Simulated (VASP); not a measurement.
# SiGe3Ru2 (P4/mmm) in VASP: notebook

SiGe3Ru2 is run at these levels: PBE; tasks: single point, relaxation of cell and atoms.

Program: VASP 6.6.1. These are calculated values, not measurements. Logs are shortened: lines on timing, memory, paths and dates and some standing lists are left out, and cuts for length are marked.

**1. The cell of the first run**

Symmetry: P4/mmm, No. 123, tetragonal system. The conventional cell has a = 3.641 Å, b = 3.641 Å, c = 8.939 Å, α = 90.00°, β = 90.00°, γ = 90.00°. Si (site symmetry 4/mmm) has 4 Ge at 2.57 Å within 3.4 Å. Ge (site symmetry 4mm) has 4 Ru at 2.59 Å and 1 Ge at 2.63 Å within 3.4 Å. Within 3.4 Å of Ge (site symmetry 4/mmm) lie 4 Si at 2.57 Å and 2 Ge at 2.63 Å. Ru (site symmetry mmm) has 4 Ru at 2.57 Å and 4 Ge at 2.59 Å within 3.4 Å.

The cell was generated, and may not be a known phase.

**2. Single point, PBE**

INCAR

```
  PREC = Accurate
  ENCUT = 520
  EDIFF = 1E-6
  ISMEAR = 0
  SIGMA = 0.1
  LREAL = False
  LASPH = True
  NELM = 100
  ALGO = Normal
  ISIF = 2
  LWAVE = False
  LCHARG = False
  GGA = PE
  NBANDS = 46
```

KPOINTS

```
regular mesh
0
Gamma
  6 6 2
```

POSCAR

```
SiGe3Ru2
1.0
    3.6406248617      0.0000000000      0.0000000000
    0.0000000000      3.6406248617      0.0000000000
    0.0000000000      0.0000000000      8.9385295274
Si Ge Ru
1 3 2
Direct
    0.0000000000      0.0000000000      0.0000000000
    0.5000000000      0.5000000000      0.7054576268
    0.5000000000      0.5000000000      0.2945423732
    0.5000000000      0.5000000000      0.0000000000
    0.0000000000      0.5000000000      0.5000000000
    0.5000000000      0.0000000000      0.5000000000
```

Potentials or basis: VASP PAW PBE potentials, release 64 (Si, Ge_d, Ru_pv).

Run with:

```sh
$ cat potpaw_PBE.64/Si/POTCAR potpaw_PBE.64/Ge_d/POTCAR potpaw_PBE.64/Ru_pv/POTCAR > POTCAR
$ mpirun -np 1 vasp_std > vasp.out
```

OUTCAR:

```text
PREC = Accurate
   ENCUT = 520
   EDIFF = 1E-6
   ISMEAR = 0
   LREAL = False
   LASPH = True
   NELM = 100
   ISIF = 2
   GGA = PE

 ion  position               nearest neighbor table
   1  0.000  0.000  0.000-   4 2.57   4 2.57   4 2.57   4 2.57
   2  0.500  0.500  0.705-   5 2.59   6 2.59   6 2.59   5 2.59   4 2.63
   3  0.500  0.500  0.295-   5 2.59   6 2.59   6 2.59   5 2.59   4 2.63
   4  0.500  0.500  0.000-   1 2.57   1 2.57   1 2.57   1 2.57   3 2.63   2 2.63
   5  0.000  0.500  0.500-   6 2.57   6 2.57   6 2.57   6 2.57   2 2.59   3 2.59   2 2.59   3 2.59

   6  0.500  0.000  0.500-   5 2.57   5 2.57   5 2.57   5 2.57   3 2.59   3 2.59   2 2.59   2 2.59

  LATTYP: Found a simple tetragonal cell.
 ALAT       =     3.6406248617
 C/A-ratio  =     2.4552185042

  Lattice vectors:

 A1 = (   3.6406248617,   0.0000000000,   0.0000000000)
 A2 = (   0.0000000000,   3.6406248617,   0.0000000000)
 A3 = (   0.0000000000,   0.0000000000,   8.9385295274)

Analysis of symmetry for initial positions (statically):
=====================================================================
 Subroutine PRICEL returns:
 Original cell was already a primitive cell.

 Routine SETGRP: Setting up the symmetry group for a
 simple tetragonal supercell.

 Subroutine GETGRP returns: Found 16 space group operations
 (whereof 16 operations were pure point group operations)
 out of a pool of 16 trial point group operations.

The static configuration has the point symmetry D_4h.

Analysis of symmetry for dynamics (positions and initial velocities):
=====================================================================
 Subroutine PRICEL returns:
 Original cell was already a primitive cell.

 Routine SETGRP: Setting up the symmetry group for a
 simple tetragonal supercell.

 Subroutine GETGRP returns: Found 16 space group operations
 (whereof 16 operations were pure point group operations)
 out of a pool of 16 trial point group operations.

The dynamic configuration has the point symmetry D_4h.

 Subroutine INISYM returns: Found 16 space group operations
 (whereof 16 operations are pure point group operations),
 and found     1 'primitive' translations

----------------------------------------------------------------------------------------

                                     Primitive cell

  volume of cell :     118.4726

  direct lattice vectors                    reciprocal lattice vectors
     3.640624862  0.000000000  0.000000000     0.274678122  0.000000000  0.000000000
     0.000000000  3.640624862  0.000000000     0.000000000  0.274678122  0.000000000
     0.000000000  0.000000000  8.938529527     0.000000000  0.000000000  0.111875225

  length of vectors
     3.640624862  3.640624862  8.938529527     0.274678122  0.274678122  0.111875225

  position of ions in fractional coordinates (direct lattice)
     0.000000000  0.000000000  0.000000000
     0.500000000  0.500000000  0.705457627
     0.500000000  0.500000000  0.294542373
     0.500000000  0.500000000  0.000000000
     0.000000000  0.500000000  0.500000000
     0.500000000  0.000000000  0.500000000

  ion indices of the primitive-cell ions
   primitive index   ion index
                 1           1
                 2           2
                 3           3
                 4           4
                 5           5
                 6           6

----------------------------------------------------------------------------------------

 KPOINTS: regular mesh

Automatic generation of k-mesh.
 Grid dimensions read from file:
 generate k-points for:    6    6    2

 Generating k-lattice:

  Cartesian coordinates                     Fractional coordinates (reciprocal lattice)
     0.045779687  0.000000000  0.000000000     0.166666667  0.000000000  0.000000000
     0.000000000  0.045779687  0.000000000     0.000000000  0.166666667  0.000000000
     0.000000000  0.000000000  0.055937612     0.000000000  0.000000000  0.500000000

  Length of vectors
     0.045779687  0.045779687  0.055937612

  Shift w.r.t. Gamma in fractional coordinates (k-lattice)
     0.000000000  0.000000000  0.000000000

 Subroutine IBZKPT returns following result:
 ===========================================

 Found     20 irreducible k-points:

 Following reciprocal coordinates:
            Coordinates               Weight
  0.000000  0.000000  0.000000      1.000000
  0.166667  0.000000  0.000000      4.000000
  0.333333  0.000000  0.000000      4.000000
  0.500000  0.000000  0.000000      2.000000
  0.166667  0.166667  0.000000      4.000000
  0.333333  0.166667  0.000000      8.000000
[... 12 lines left out ...]
  0.500000  0.333333  0.500000      4.000000
  0.500000  0.500000  0.500000      1.000000
   k-points           NKPTS =     20   k-points in BZ     NKDIM =     20   number of bands    NBANDS=     46
   number of dos      NEDOS =    301   number of ions     NIONS =      6
   total plane-waves  NPLWV =  54880
   dimension x,y,z NGX =    28 NGY =   28 NGZ =   70
   dimension x,y,z NGXF=    56 NGYF=   56 NGZF=  140
   ions per type =               1   3   2
   NGX,Y,Z   is equivalent  to a cutoff of  12.79, 12.79, 13.02 a.u.
   NGXF,Y,Z  is equivalent  to a cutoff of  25.57, 25.57, 26.04 a.u.
 SYSTEM =  unknown system
   PREC   = accura    normal or accurate (medium, high low for compatibility)
   ISTART =      0    job   : 0-new  1-cont  2-samecut
   ICHARG =      2    charge: 1-file 2-atom 10-const
   ISPIN  =      1    spin polarized calculation?
   LNONCOLLINEAR =      F non collinear calculations
   LSORBIT =      F    spin-orbit coupling
   LASPH  =      T    aspherical Exc in radial PAW
   ENCUT  =  520.0 eV  38.22 Ry    6.18 a.u.   6.77  6.77 16.62*2*pi/ulx,y,z
   NELM   =    100;   NELMIN=  2; NELMDL= -5     # of ELM steps
   EDIFF  = 0.1E-05   stopping-criterion for ELM
   LREAL  =      F    real-space projection
   EDIFFG = 0.1E-04   stopping-criterion for IOM
   NSW    =      0    number of steps for IOM
   IBRION =     -1    ionic relax: 0-MD 1-quasi-New 2-CG
   NFREE  =      0    steps in history (QN), initial steepest desc. (CG)
   ISIF   =      2    stress and relaxation
   ISYM   =      2    0-nonsym 1-usesym 2-fastsym
   POTIM  = 0.5000    time-step for ionic-motion
   TEBEG  =    0.0;   TEEND  =   0.0 temperature during run
   PSTRESS=    0.0 pullay stress
   NELECT =      74.0000    total number of electrons
   NUPDOWN=      -1.0000    fix difference up-down
   EMIN   =  10.00;   EMAX   =-10.00  energy-range for DOS
   EFERMI =   0.00;   METHOD = LEGACY
   ISMEAR =     0;   SIGMA  =   0.10  broadening in eV -4-tet -1-fermi 0-gaus
   EFERMI_NEDOS =   21; number of points for ismear=-14 and -15
   IALGO  =     38    algorithm
   IMIX   =      4    mixing-type and parameters
     AMIX     =   0.40;   BMIX     =  1.00
     AMIX_MAG =   1.60;   BMIX_MAG =  1.00
  volume/ion in A,a.u.               =      19.75       133.25
  Fermi-wavevector in a.u.,A,eV,Ry     =   1.399414  2.644508 26.645084  1.958358
  Thomas-Fermi vector in A             =   2.522475
   LORBIT       =      0    0 simple, 1 ext, 2 COOP (PROOUT), +10 PAW based schemes
   GGA     = PE    functional components
   LHFCALC =     F    Hartree Fock is set to
   AEXX    =    0.0000 exact exchange contribution
   IVDW    =     0    specifies the selected vdW correction
   LEPSILON=     F    determine dielectric tensor
   LRPA    =     F    only Hartree local field effects (RPA)
 non-spin polarized calculation
 Gauss-broadening in eV      SIGMA  =   0.10
  energy-cutoff  :      520.00
  volume of cell :      118.47
 maximum number of plane-waves:      3217
 NGX is ok and might be reduce to    28
   NGX = 13   NGY = 13   NGZ = 33

 number of electron      74.0000044 magnetization

 Free energy of the ion-electron system (eV)
  ---------------------------------------------------
  ext. energy  EPLUGINS =         0.00000000
  ---------------------------------------------------
  free energy    TOTEN  =       -34.34748294 eV

  energy without entropy =      -34.31873271  energy(sigma->0) =      -34.33310782

 E-fermi :   6.3439     XC(G=0): -10.8487

 val. band max:        6.3376623985   @ k =   0.3333   0.0000   0.0000
 cond. band min:       6.3572886933   @ k =   0.1667   0.1667   0.5000
 fundamental gap:      0.0196262948
 Fermi energy:         6.3438615072

 k-point     1 :       0.0000    0.0000    0.0000
  band No.  band energies     occupation
      1     -36.5873      2.00000
      2     -36.5873      2.00000
      3     -36.1946      2.00000
      4     -36.0045      2.00000
      5     -35.8291      2.00000
      6     -35.8291      2.00000
[... 38 lines left out ...]
     45      10.6660      0.00000
     46      11.9111      0.00000

 k-point     2 :       0.1667    0.0000    0.0000
  band No.  band energies     occupation
      1     -36.5478      2.00000
      2     -36.5427      2.00000
      3     -36.1815      2.00000
      4     -36.0169      2.00000
      5     -35.8826      2.00000
      6     -35.8775      2.00000
[... 38 lines left out ...]
     45      11.6630      0.00000
     46      12.4300      0.00000

 k-point     3 :       0.3333    0.0000    0.0000
  band No.  band energies     occupation
      1     -36.4407      2.00000
      2     -36.4249      2.00000
      3     -36.1461      2.00000
      4     -36.0510      2.00000
      5     -36.0174      2.00000
      6     -36.0030      2.00000
[... 38 lines left out ...]
     45      11.1956      0.00000
     46      11.4396      0.00000

 k-point     4 :       0.5000    0.0000    0.0000
  band No.  band energies     occupation
      1     -36.3458      2.00000
      2     -36.3229      2.00000
      3     -36.1262      2.00000
      4     -36.1087      2.00000
      5     -36.0987      2.00000
      6     -36.0977      2.00000
[... 724 lines left out ...]
     45      11.1907      0.00000
     46      11.3745      0.00000

 k-point    19 :       0.5000    0.3333    0.5000
  band No.  band energies     occupation
      1     -36.7374      2.00000
      2     -36.5037      2.00000
      3     -36.0967      2.00000
      4     -36.0964      2.00000
      5     -35.9325      2.00000
      6     -35.7295      2.00000
[... 38 lines left out ...]
     45      11.2642      0.00000
     46      12.2739      0.00000

 k-point    20 :       0.5000    0.5000    0.5000
  band No.  band energies     occupation
      1     -36.7998      2.00000
      2     -36.5633      2.00000
      3     -36.0960      2.00000
      4     -36.0960      2.00000
      5     -35.8705      2.00000
      6     -35.6693      2.00000
[... 38 lines left out ...]
     45      11.1338      0.00000
     46      12.2161      0.00000

------------------------ aborting loop because EDIFF is reached ----------------------------------------

  FORCE on cell =-STRESS in cart. coord.  units (eV):
  Direction    XX          YY          ZZ          XY          YZ          ZX
  --------------------------------------------------------------------------------------
  -------------------------------------------------------------------------------------
  Total       -0.1492648     -0.1492648     -0.0314673      0.0000000      0.0000000     -0.0000000
  in kB       -2.0185984     -2.0185984     -0.4255519      0.0000000      0.0000000     -0.0000000
  external PRESSURE =      -1.4875829 kB  Pullay stress =       0.0000000 kB

 VOLUME and BASIS-vectors are now :
 -----------------------------------------------------------------------------
  energy-cutoff  :      520.00
  volume of cell :      118.47
      direct lattice vectors                 reciprocal lattice vectors
     3.640624862  0.000000000  0.000000000     0.274678122  0.000000000  0.000000000
     0.000000000  3.640624862  0.000000000     0.000000000  0.274678122  0.000000000
     0.000000000  0.000000000  8.938529527     0.000000000  0.000000000  0.111875225

 POSITION                                       TOTAL-FORCE (eV/Angst)
 -----------------------------------------------------------------------------------
      0.00000      0.00000      0.00000         0.000000      0.000000      0.000000
      1.82031      1.82031      6.30575         0.000000      0.000000     -0.005451
      1.82031      1.82031      2.63278        -0.000000     -0.000000      0.005451
      1.82031      1.82031      0.00000         0.000000      0.000000      0.000000
      0.00000      1.82031      4.46926         0.000000      0.000000      0.000000
      1.82031      0.00000      4.46926         0.000000      0.000000      0.000000
 -----------------------------------------------------------------------------------
    total drift:                                0.000000      0.000000      0.000000

  FREE ENERGIE OF THE ION-ELECTRON SYSTEM (eV)
  ---------------------------------------------------
  free  energy   TOTEN  =       -34.3474829360 eV

  energy  without entropy=      -34.3187327051  energy(sigma->0) =      -34.33310782
```

Run time: 80 s. Hardware: 1 thread of Intel Xeon Platinum 8488C (Sapphire Rapids), shared host; peak memory 0.27 GiB.

Results:

```
Free energy            : -34.3475 eV
Pressure               : -0.1 GPa
Largest force          : 0.005 eV/Å
Band gap on the k mesh : zero (bands 37 and 38 overlap by 1.82 eV)
```

Forces in eV/Å, atoms in the order of the input:
```
Si   0.000  0.000  0.000
Ge   0.000  0.000 -0.005
Ge   0.000  0.000  0.005
Ge   0.000  0.000  0.000
Ru   0.000  0.000  0.000
Ru   0.000  0.000  0.000
```

Levels at points of the mesh, in eV from the Fermi level:
```
           k point  band 35  band 36  band 37  band 38  band 39  band 40
(0.00, 0.00, 0.00)     0.11     0.11     0.19     1.51     1.99     1.99
(0.50, 0.00, 0.00)    -0.97    -0.92    -0.67     0.75     1.07     1.42
(0.50, 0.50, 0.00)    -1.24    -0.77    -0.77     0.23     0.44     0.74
(0.00, 0.00, 0.50)     0.12     0.12     1.23     1.51     1.61     1.61
(0.50, 0.00, 0.50)    -1.18    -0.96    -0.20    -0.12     0.38     1.19
(0.50, 0.50, 0.50)    -0.77    -0.77    -0.59    -0.59     0.23     0.30
```

(Part 1 of 2 ends here.)

The gap in the log of VASP goes by the Fermi energy; the results here count the filled bands.